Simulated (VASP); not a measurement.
# ZnSnN (P-6m2) in VASP: notebook

The runs below take ZnSnN through single point, relaxation of cell and atoms, with PBE.

All numbers are computed with VASP 6.6.1; they aren't measurements. Logs are shortened: lines on timing, memory, paths and dates and some standing lists are left out, and cuts for length are marked.

### 1 The cell of the first run

It takes space group P-6m2 (No. 187, hexagonal). The conventional cell has a = 4.449 Å, b = 4.449 Å, c = 3.064 Å, α = 90.00°, β = 90.00°, γ = 120.00°. Zn (site symmetry -6m2) has 3 Sn at 2.57 Å and 6 N at 2.99 Å and 2 Zn at 3.06 Å within 3.4 Å. Sn (site symmetry -6m2) has 3 Zn at 2.57 Å and 6 N at 2.99 Å and 2 Sn at 3.06 Å within 3.4 Å. N (site symmetry -6m2) has 6 Zn at 2.99 Å and 6 Sn at 2.99 Å and 2 N at 3.06 Å within 3.9 Å.

The cell was built from a structure type or drawn by symmetry, and may not be a known phase.

### 2 Single point, PBE

INCAR reads:

```
SYSTEM = ZnSnN
PREC = Accurate
ENCUT = 520
EDIFF = 1E-6
ISMEAR = 0
SIGMA = 0.1
LREAL = .FALSE.
LASPH = .TRUE.
NELM = 100
ALGO = Normal
ISIF = 2
LWAVE = .FALSE.
LCHARG = .TRUE.
GGA = PE
LELF = .TRUE.
LVHAR = .TRUE.
NBANDS = 22
```

KPOINTS reads:

```
Automatic mesh
0
G
  6 6 6
  0 0 0
```

POSCAR reads:

```
ZnSnN
1.0
    4.4487230816      0.0000000000      0.0000000000
   -2.2243615408      3.8527072031      0.0000000000
    0.0000000000      0.0000000000      3.0635359614
Zn Sn N
1 1 1
Direct
    0.3333333333      0.6666666667      0.0000000000
    0.6666666667      0.3333333333      0.0000000000
    0.0000000000      0.0000000000      0.5000000000
```

Potentials or basis: VASP PAW PBE potentials, release 64 (Zn, Sn_d, N).

Command:

```bash
$ cat potpaw_PBE.64/Zn/POTCAR potpaw_PBE.64/Sn_d/POTCAR potpaw_PBE.64/N/POTCAR > POTCAR
$ mpirun -np 1 vasp_std > vasp.out
```

OUTCAR:

```text
SYSTEM = ZnSnN
   PREC = Accurate
   ENCUT = 520
   EDIFF = 1E-6
   ISMEAR = 0
   LREAL = .FALSE.
   LASPH = .TRUE.
   NELM = 100
   ISIF = 2
   GGA = PE

 ion  position               nearest neighbor table
   1  0.333  0.667  0.000-   2 2.57   2 2.57   2 2.57
   2  0.667  0.333  0.000-   1 2.57   1 2.57   1 2.57
   3  0.000  0.000  0.500-

  LATTYP: Found a hexagonal cell.
 ALAT       =     4.4487230816
 C/A-ratio  =     0.6886326492

  Lattice vectors:

 A1 = (   4.4487230816,   0.0000000000,   0.0000000000)
 A2 = (  -2.2243615408,   3.8527072031,   0.0000000000)
 A3 = (   0.0000000000,   0.0000000000,   3.0635359614)

Analysis of symmetry for initial positions (statically):
=====================================================================
 Subroutine PRICEL returns:
 Original cell was already a primitive cell.

 Routine SETGRP: Setting up the symmetry group for a
 hexagonal supercell.

 Subroutine GETGRP returns: Found 12 space group operations
 (whereof 12 operations were pure point group operations)
 out of a pool of 24 trial point group operations.

The static configuration has the point symmetry D_3h.

Analysis of symmetry for dynamics (positions and initial velocities):
=====================================================================
 Subroutine PRICEL returns:
 Original cell was already a primitive cell.

 Routine SETGRP: Setting up the symmetry group for a
 hexagonal supercell.

 Subroutine GETGRP returns: Found 12 space group operations
 (whereof 12 operations were pure point group operations)
 out of a pool of 24 trial point group operations.

The dynamic configuration has the point symmetry D_3h.

 Subroutine INISYM returns: Found 12 space group operations
 (whereof 12 operations are pure point group operations),
 and found     1 'primitive' translations

----------------------------------------------------------------------------------------

                                     Primitive cell

  volume of cell :      52.5079

  direct lattice vectors                    reciprocal lattice vectors
     4.448723082  0.000000000  0.000000000     0.224783602  0.129778873  0.000000000
    -2.224361541  3.852707203  0.000000000     0.000000000  0.259557747  0.000000000
     0.000000000  0.000000000  3.063535961     0.000000000  0.000000000  0.326420193

  length of vectors
     4.448723082  4.448723082  3.063535961     0.259557747  0.259557747  0.326420193

  position of ions in fractional coordinates (direct lattice)
     0.333333333  0.666666667  0.000000000
     0.666666667  0.333333333  0.000000000
     0.000000000  0.000000000  0.500000000

  ion indices of the primitive-cell ions
   primitive index   ion index
                 1           1
                 2           2
                 3           3

----------------------------------------------------------------------------------------

 KPOINTS: Automatic mesh

Automatic generation of k-mesh.
 Grid dimensions read from file:
 generate k-points for:    6    6    6

 Generating k-lattice:

  Cartesian coordinates                     Fractional coordinates (reciprocal lattice)
     0.037463934  0.021629812  0.000000000     0.166666667 -0.000000000  0.000000000
     0.000000000  0.043259624  0.000000000     0.000000000  0.166666667  0.000000000
     0.000000000  0.000000000  0.054403366     0.000000000  0.000000000  0.166666667

  Length of vectors
     0.043259624  0.043259624  0.054403366

  Shift w.r.t. Gamma in fractional coordinates (k-lattice)
     0.000000000  0.000000000  0.000000000

 Subroutine IBZKPT returns following result:
 ===========================================

 Found     28 irreducible k-points:

 Following reciprocal coordinates:
            Coordinates               Weight
  0.000000  0.000000  0.000000      1.000000
  0.166667 -0.000000  0.000000      6.000000
  0.333333 -0.000000  0.000000      6.000000
  0.500000  0.000000  0.000000      3.000000
  0.166667  0.166667  0.000000      6.000000
  0.333333  0.166667  0.000000     12.000000
[... 16 lines left out ...]
  0.166667 -0.000000  0.500000      6.000000
  0.333333 -0.000000  0.500000      6.000000
 [... further k-points ...]
   k-points           NKPTS =     28   k-points in BZ     NKDIM =     28   number of bands    NBANDS=     22
   number of dos      NEDOS =    301   number of ions     NIONS =      3
   total plane-waves  NPLWV =  31104
   dimension x,y,z NGX =    36 NGY =   36 NGZ =   24
   dimension x,y,z NGXF=    72 NGYF=   72 NGZF=   48
   ions per type =               1   1   1
   NGX,Y,Z   is equivalent  to a cutoff of  13.45, 13.45, 13.02 a.u.
   NGXF,Y,Z  is equivalent  to a cutoff of  26.91, 26.91, 26.05 a.u.
 SYSTEM =  ZnSnN
   PREC   = accura    normal or accurate (medium, high low for compatibility)
   ISTART =      0    job   : 0-new  1-cont  2-samecut
   ICHARG =      2    charge: 1-file 2-atom 10-const
   ISPIN  =      1    spin polarized calculation?
[... 36 lines left out ...]
 non-spin polarized calculation
 Gauss-broadening in eV      SIGMA  =   0.10
  energy-cutoff  :      520.00
  volume of cell :       52.51
 maximum number of plane-waves:      1433
 NGX is ok and might be reduce to    36
   NGX = 17   NGY = 17   NGZ = 11

 number of electron      30.9999997 magnetization

 Free energy of the ion-electron system (eV)
  ---------------------------------------------------
  ext. energy  EPLUGINS =         0.00000000
  ---------------------------------------------------
  free energy    TOTEN  =        -8.72818160 eV

  energy without entropy =       -8.72010671  energy(sigma->0) =       -8.72414416

 E-fermi :   5.0457     XC(G=0): -10.7427

 val. band max:        5.0056611866   @ k =   0.3333  -0.0000   0.0000
 cond. band min:       5.0747729556   @ k =   0.0000   0.0000   0.0000
 fundamental gap:      0.0691117690
 Fermi energy:         5.0456813257

 k-point     1 :       0.0000    0.0000    0.0000
  band No.  band energies     occupation
      1     -16.7140      2.00000
      2     -16.4877      2.00000
      3     -16.4877      2.00000
      4     -16.4143      2.00000
      5     -16.4143      2.00000
      6      -8.3642      2.00000
[... 14 lines left out ...]
     21      12.9664      0.00000
     22      13.9734      0.00000

 k-point     2 :       0.1667   -0.0000    0.0000
  band No.  band energies     occupation
      1     -16.7125      2.00000
      2     -16.4896      2.00000
      3     -16.4855      2.00000
      4     -16.4148      2.00000
      5     -16.4145      2.00000
      6      -8.2311      2.00000
[... 14 lines left out ...]
     21      13.0979      0.00000
     22      14.5986      0.00000

 k-point     3 :       0.3333   -0.0000    0.0000
  band No.  band energies     occupation
      1     -16.7095      2.00000
      2     -16.4934      2.00000
      3     -16.4812      2.00000
      4     -16.4159      2.00000
      5     -16.4149      2.00000
      6      -7.9265      2.00000
[... 14 lines left out ...]
     21      13.5522      0.00000
     22      15.8419      0.00000

 k-point     4 :       0.5000    0.0000    0.0000
  band No.  band energies     occupation
      1     -16.7080      2.00000
      2     -16.4954      2.00000
      3     -16.4790      2.00000
      4     -16.4165      2.00000
      5     -16.4151      2.00000
      6      -7.7474      2.00000
[... 14 lines left out ...]
     21      14.6677      0.00000
     22      15.8018      0.00000

 k-point     5 :       0.1667    0.1667    0.0000
  band No.  band energies     occupation
      1     -16.7102      2.00000
      2     -16.4914      2.00000
      3     -16.4833      2.00000
      4     -16.4156      2.00000
      5     -16.4149      2.00000
      6      -8.0100      2.00000
[... 417 lines left out ...]
 k-point    22 :       0.0000    0.0000    0.5000
  band No.  band energies     occupation
      1     -16.5310      2.00000
      2     -16.5310      2.00000
      3     -16.4726      2.00000
      4     -16.4726      2.00000
      5     -16.3867      2.00000
      6      -7.1749      2.00000
[... 14 lines left out ...]
     21      11.4030      0.00000
     22      11.4030      0.00000

 k-point    23 :       0.1667   -0.0000    0.5000
  band No.  band energies     occupation
      1     -16.5332      2.00000
      2     -16.5315      2.00000
      3     -16.4741      2.00000
      4     -16.4710      2.00000
      5     -16.3843      2.00000
      6      -7.1322      2.00000
[... 14 lines left out ...]
     21      12.4732      0.00000
     22      12.9951      0.00000

 k-point    24 :       0.3333   -0.0000    0.5000
  band No.  band energies     occupation
      1     -16.5376      2.00000
      2     -16.5325      2.00000
      3     -16.4772      2.00000
      4     -16.4676      2.00000
      5     -16.3795      2.00000
      6      -7.0434      2.00000
[... 14 lines left out ...]
     21      13.7408      0.00000
     22      14.7861      0.00000

 [... further k-points ...]

------------------------ aborting loop because EDIFF is reached ----------------------------------------

  FORCE on cell =-STRESS in cart. coord.  units (eV):
  Direction    XX          YY          ZZ          XY          YZ          ZX
  --------------------------------------------------------------------------------------
  -------------------------------------------------------------------------------------
  Total        0.0458590      0.0458590      0.0574055     -0.0000000      0.0000000      0.0000000
  in kB        1.3992984      1.3992984      1.7516192     -0.0000000      0.0000000      0.0000000
  external PRESSURE =       1.5167386 kB  Pullay stress =       0.0000000 kB

 VOLUME and BASIS-vectors are now :
 -----------------------------------------------------------------------------
  energy-cutoff  :      520.00
  volume of cell :       52.51
      direct lattice vectors                 reciprocal lattice vectors
     4.448723082  0.000000000  0.000000000     0.224783602  0.129778873  0.000000000
    -2.224361541  3.852707203  0.000000000     0.000000000  0.259557747  0.000000000
     0.000000000  0.000000000  3.063535961     0.000000000  0.000000000  0.326420193

 POSITION                                       TOTAL-FORCE (eV/Angst)
 -----------------------------------------------------------------------------------
     -0.00000      2.56847      0.00000        -0.000000     -0.000000      0.000000
      2.22436      1.28424      0.00000         0.000000      0.000000      0.000000
      0.00000      0.00000      1.53177         0.000000      0.000000      0.000000
 -----------------------------------------------------------------------------------
    total drift:                                0.000002     -0.000001      0.000000

  FREE ENERGIE OF THE ION-ELECTRON SYSTEM (eV)
  ---------------------------------------------------
  free  energy   TOTEN  =        -8.7281816017 eV

  energy  without entropy=       -8.7201067093  energy(sigma->0) =       -8.72414416
```

Run time: 25 s. Hardware: 1 thread of Intel Xeon Platinum 8259CL at 2.50GHz (Skylake/Cascade Lake), shared host; peak memory 0.19 GiB.

Results:

```
Free energy            : -8.7282 eV
Pressure               : 0.2 GPa
Band gap on the k mesh : zero (an odd number of electrons rules out a gap without spin polarisation)
```

Caveat: spin-orbit coupling is left out, which moves the levels of the heavy elements.

### 3 Relaxation of cell and atoms, PBE

This run uses another cell than the first one, of 16.11 Å³/atom.

INCAR reads:

```
SYSTEM = ZnSnN
PREC = Accurate
ENCUT = 600
EDIFF = 1E-6
ISMEAR = 0
SIGMA = 0.1
LREAL = .False.
LASPH = .True.
NELM = 60
ALGO = Normal
ISIF = 3
LWAVE = .False.
LCHARG = .False.
GGA = PE
IBRION = 2
NSW = 90
EDIFFG = -0.04
```

KPOINTS reads:

```
Automatic mesh
0
Gamma
  6 6 4
  0 0 0
```

POSCAR reads:

```
ZnSnN
1.0
    3.8632114000      0.0000000000      0.0000000000
   -1.9316057000      3.3456392100      0.0000000000
    0.0000000000      0.0000000000      3.7401382000
Zn Sn N
1 1 1
Direct
    0.3333333300      0.6666666700      0.0000000000
    0.6666666700      0.3333333300      0.0000000000
    0.0000000000      0.0000000000      0.5000000000
```

Potentials or basis: VASP PAW PBE potentials, release 64 (Zn, Sn_d, N).

Command:

```bash
$ cat potpaw_PBE.64/Zn/POTCAR potpaw_PBE.64/Sn_d/POTCAR potpaw_PBE.64/N/POTCAR > POTCAR
$ mpirun -np 1 vasp_std > vasp.out
```

Run time: 5.7 min. Hardware: 1 thread of Intel Xeon Platinum 8259CL at 2.50GHz (Skylake/Cascade Lake), shared host; peak memory 0.2 GiB.

Results (log left out):

```yaml
Free_energy: -8.7768 eV
Relaxed_volume: 17.05 Å³/atom
Relaxed_cell: a = 4.564 Å, b = 4.564 Å, c = 2.835 Å, α = 90.00°, β = 90.00°, γ = 120.00°
Space_group_after_relaxing_to_0.1_Å: P-6m2 (No. 187)
Energy_gained_by_relaxing: 548.8 meV/atom
Ionic_steps: 20
Pressure_after_relaxing: 0.0 GPa
Band_gap_on_the_k_mesh: zero (an odd number of electrons rules out a gap without spin polarisation)
```

Stress tensor (GPa, compression positive):
```
 0.14  0.00  0.00
 0.00  0.14  0.00
 0.00  0.00 -0.19
```

Step by step:
| step | energy change (eV) | largest force (eV/Å) | pressure (GPa) | volume (Å³) |
| --- | --- | --- | --- | --- |
| 1 | 0.0000 | 0.0000 | 23.36 | 48.34 |
| 2 | -1.1345 | 0.0000 | -7.82 | 65.39 |
| 3 | -1.3284 | 0.0000 | -2.86 | 58.70 |
| 4 | -1.3287 | 0.0000 | -3.05 | 58.91 |
| 5 | -1.4086 | 0.0000 | -1.65 | 56.42 |
| 6 | -1.4528 | 0.0000 | 0.56 | 53.75 |
| 7 | -1.4346 | 0.0000 | 7.16 | 48.49 |
| 8 | -1.4613 | 0.0000 | 2.48 | 51.90 |
| 9 | -1.5283 | 0.0000 | 0.63 | 52.51 |
| 10 | -1.5330 | 0.0000 | -3.04 | 53.56 |
| 11 | -1.5905 | 0.0000 | -1.31 | 52.97 |
| 12 | -1.6251 | 0.0000 | -2.89 | 53.34 |
| 13 | -1.6252 | 0.0000 | -2.52 | 53.23 |
| 14 | -1.6269 | 0.0000 | -2.65 | 53.27 |
| 15 | -1.5996 | 0.0000 | -1.12 | 51.90 |
| 16 | -1.6320 | 0.0000 | -2.35 | 52.91 |
| 17 | -1.6458 | 0.0000 | -0.42 | 51.52 |
| 18 | -1.6463 | 0.0000 | -0.29 | 51.31 |
| 19 | -1.6461 | 0.0000 | 0.28 | 50.91 |
| 20 | -1.6464 | 0.0000 | 0.03 | 51.14 |

Final structure:
```
CELL_PARAMETERS angstrom
4.56387 0.00000 0.00000
-2.28193 3.95242 0.00000
0.00000 0.00000 2.83522
ATOMIC_POSITIONS crystal
Zn 0.33333 0.66667 0.00000
Sn 0.66667 0.33333 0.00000
N 0.00000 0.00000 0.50000
```

Levels at points of the mesh, in eV from the Fermi level:
```tsv
k point	band 14	band 15	band 16	band 17	band 18	band 19
(0.00, 0.00, 0.00)	-2.25	-0.57	-0.57	-0.50	0.66	7.64
(0.50, 0.00, 0.00)	-3.93	0.36	0.78	2.04	3.12	7.93
(0.00, 0.00, 0.50)	-0.94	-0.94	-0.80	2.50	2.50	3.18
(0.50, 0.00, 0.50)	-3.45	-1.04	-0.27	0.01	1.02	2.27
```

Caveat: the k points lie up to 0.55 Å⁻¹ apart in the final cell, too coarse for converged energies and pressures of a metal; a cell axis changed by over 15 % at a fixed basis, so the end point is rough; spin-orbit coupling is left out, which moves the levels of the heavy elements.

### 4 Relaxation of cell and atoms, PBE

This run uses another cell than the first one, of 17.15 Å³/atom.

INCAR, as its differences from that of step 3:

```diff
@@ -3,3 +3,3 @@
 ENCUT = 600
-EDIFF = 1E-6
+EDIFF = 1E-7
 ISMEAR = 0
@@ -8,3 +8,3 @@
 LASPH = .True.
-NELM = 60
+NELM = 80
 ALGO = Normal
```

KPOINTS reads:

```
regular mesh
0
Gamma
  6 6 6
  0 0 0
```

POSCAR reads:

```
ZnSnN
1.0
    4.5770107416      0.0000000000      0.0000000000
   -2.2885053708      3.9638075757      0.0000000000
    0.0000000000      0.0000000000      2.8359608943
Zn Sn N
1 1 1
Direct
    0.3333333333      0.6666666667      0.0000000000
    0.6666666667      0.3333333333      0.0000000000
    0.0000000000      0.0000000000      0.5000000000
```

Command:

```bash
$ cat potpaw_PBE.64/Zn/POTCAR potpaw_PBE.64/Sn_d/POTCAR potpaw_PBE.64/N/POTCAR > POTCAR
$ mpirun -np 1 vasp_std > vasp.out
```

It took 2.5 min on 1 thread of Intel Xeon Platinum 8259CL at 2.50GHz (Skylake/Cascade Lake), shared host; peak memory 0.22 GiB.

The run converged. Its results:

```
Free energy                           : -8.7287 eV
Relaxed volume                        : 17.48 Å³/atom
Relaxed cell                          : a = 4.442 Å, b = 4.442 Å, c = 3.069 Å, α = 90.00°, β = 90.00°, γ = 120.00°
Space group after relaxing (to 0.1 Å) : P-6m2 (No. 187)
Energy gained by relaxing             : 36.0 meV/atom
Ionic steps                           : 6
Pressure after relaxing               : 0.3 GPa
Band gap on the k mesh                : zero (an odd number of electrons rules out a gap without spin polarisation)
```

Stress tensor (GPa, compression positive):
```
0.33 0.00 0.00
0.00 0.33 0.00
0.00 0.00 0.10
```

The path:
| step | energy change (eV) | largest force (eV/Å) | pressure (GPa) | volume (Å³) |
| --- | --- | --- | --- | --- |
| 1 | 0.0000 | 0.0000 | 0.90 | 51.45 |
| 2 | -0.0657 | 0.0000 | -0.06 | 52.14 |
| 3 | -0.1064 | 0.0000 | -0.59 | 53.22 |
| 4 | -0.1072 | 0.0000 | -0.58 | 53.10 |
| 5 | -0.1073 | 0.0000 | -0.58 | 53.06 |
| 6 | -0.1079 | 0.0000 | 0.25 | 52.44 |

Final structure:
```
CELL_PARAMETERS angstrom
4.44218 0.00000 0.00000
-2.22109 3.84704 0.00000
0.00000 0.00000 3.06889
ATOMIC_POSITIONS crystal
Zn 0.33333 0.66667 0.00000
Sn 0.66667 0.33333 0.00000
N 0.00000 0.00000 0.50000
```

Levels at points of the mesh, in eV from the Fermi level:
```tsv
k point	band 12	band 13	band 14	band 15	band 16	band 17	band 18	band 19
(0.00, 0.00, 0.00)	-7.04	-1.91	-1.91	0.01	0.04	0.04	0.56	6.93
(0.50, 0.00, 0.00)	-6.96	-4.75	-3.55	0.26	0.61	2.33	3.69	7.31
(0.00, 0.00, 0.50)	-6.20	-2.58	-0.97	-0.97	-0.50	2.27	2.27	4.03
(0.50, 0.00, 0.50)	-5.33	-3.81	-3.74	-1.09	-0.08	0.20	0.62	2.71
```

Caveat: the k points lie up to 0.34 Å⁻¹ apart in the final cell, too coarse for converged energies and pressures of a metal; spin-orbit coupling is left out, which moves the levels of the heavy elements.

### 5 Overview

```tsv
task	cell	k mesh	cutoff (eV)	gap on the mesh (eV)	pressure (GPa)	relaxed volume (Å³/atom)
single point	a = 4.449, b = 4.449, c = 3.064 Å, angles 90.0, 90.0, 120.0°, 3 atoms	6 × 6 × 6	520	none	0.2	-
relaxation of cell and atoms	relaxed from a = 3.863, b = 3.863, c = 3.740 Å, angles 90.0, 90.0, 120.0°, 3 atoms	6 × 6 × 4	600	none	0.0	17.05
relaxation of cell and atoms	relaxed from a = 4.577, b = 4.577, c = 2.836 Å, angles 90.0, 90.0, 120.0°, 3 atoms	6 × 6 × 6	600	none	0.3	17.48
```

Alike in all rows: level PBE; potentials or basis VASP PAW PBE potentials, release 64 (Zn, Sn_d, N); no spin polarisation; smearing gaussian 0.1 eV.

Caveats: some runs use coarse meshes; spin-orbit coupling is left out, which moves the levels of the heavy elements; a cell axis changed by over 15 % at a fixed basis, so the end point is rough (at least some runs).

Absolute energies hang on the potentials; compare differences alone.
